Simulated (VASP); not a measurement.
A run of VASP 6.6.1 is set up as follows.

POSCAR

```
Al
1.0
    0.0000000000      1.9648346770      1.9648346770
    1.9648346770      0.0000000000      1.9648346770
    1.9648346770      1.9648346770      0.0000000000
Al
1
Direct
    0.0000000000      0.0000000000      0.0000000000
```

The input INCAR.step1:

```
ALGO     = Normal         # electronic algorithm
EDIFF    = 1E-5           # SCF threshold, eV
ENCUT    = 550            # plane-wave cutoff, eV
GGA      = PE             # functional
GGA_COMPAT= F            
ISMEAR   = -1             # smearing method
LASPH    = T              # aspherical terms in the spheres
LCHARG   = F              # write CHGCAR
LREAL    = F              # projectors in reciprocal space
LWAVE    = T              # write WAVECAR
NBANDS   = 8              # bands
NELM     = 120            # most SCF steps
PREC     = Accurate       # precision mode
SIGMA    = 0.1            # smearing width, eV
```

File INCAR.step2:

```
ALGO     = Normal         # electronic algorithm
EDIFF    = 1E-6           # SCF threshold, eV
ENCUT    = 550            # plane-wave cutoff, eV
GGA_COMPAT= F            
ISIF     = 2              # what is computed and relaxed
ISMEAR   = -1             # smearing method
ISTART   = 1            
LASPH    = T              # aspherical terms in the spheres
LCHARG   = F              # write CHGCAR
LMIXTAU  = T            
LREAL    = F              # projectors in reciprocal space
LWAVE    = F              # write WAVECAR
METAGGA  = R2SCAN         # meta-GGA
NBANDS   = 8              # bands
NELM     = 120            # most SCF steps
PREC     = Accurate       # precision mode
SIGMA    = 0.1            # smearing width, eV
```

File KPOINTS:

```
k-points
0
Gamma
  14 14 14
```

Potentials or basis: VASP PAW PBE potentials, release 64 (Al).

Run with:

```sh
$ cat potpaw_PBE.64/Al/POTCAR > POTCAR
$ cp INCAR.step1 INCAR
$ mpirun -np 1 vasp_std > vasp.out
$ cp INCAR.step2 INCAR
$ mpirun -np 1 vasp_std > vasp.out
```

(1) What does it give for the pressure?

(2) What does it give for the band gap on the k mesh?

Answers

(1) 4.4 GPa.

(2) zero (an odd number of electrons rules out a gap without spin polarisation).

Caveat: the cell stands under pressure; the PAW data sets were made with another functional, which shifts forces and pressure a little.
